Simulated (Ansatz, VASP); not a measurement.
MoS: VASP beside Ansatz

```
CELL_PARAMETERS angstrom
3.23221 0.00000 0.00000
-1.61610 2.79917 0.00000
0.00000 0.00000 6.45600
ATOMIC_POSITIONS crystal
Mo 0.00000 0.00000 0.00000
Mo 0.00000 0.00000 0.50000
S 0.33333 0.66667 0.25000
S 0.66667 0.33333 0.75000
```

Alike in both runs: functional PBE; k mesh 12 × 12 × 8; occupations gaussian, width 0.1 eV; no spin polarisation.

Ansatz relaxed the structure, and its values are those at the end. VASP's run is a single point on that final structure, the one shown.

|  | VASP | Ansatz |
| --- | --- | --- |
| version | VASP 6.6.1 | Ansatz 0.2.0 |
| potentials or method | VASP PAW PBE potentials, release 64 (Mo_sv, S), cutoff 520 eV | scalar-relativistic, plane waves, PAW |
| valence electrons in the cell | 40 | 40 |

|  | VASP | Ansatz | Ansatz less VASP |
| --- | --- | --- | --- |
| gap on the k mesh at the Fermi level (eV) | none | none | - |
| pressure (GPa) | 0.1 | 0.0 | -0.09 |

A gap of «none» marks a metal or a gap that the smearing closes. The functional is the same, so the differences come from potentials, cutoffs and numerics.
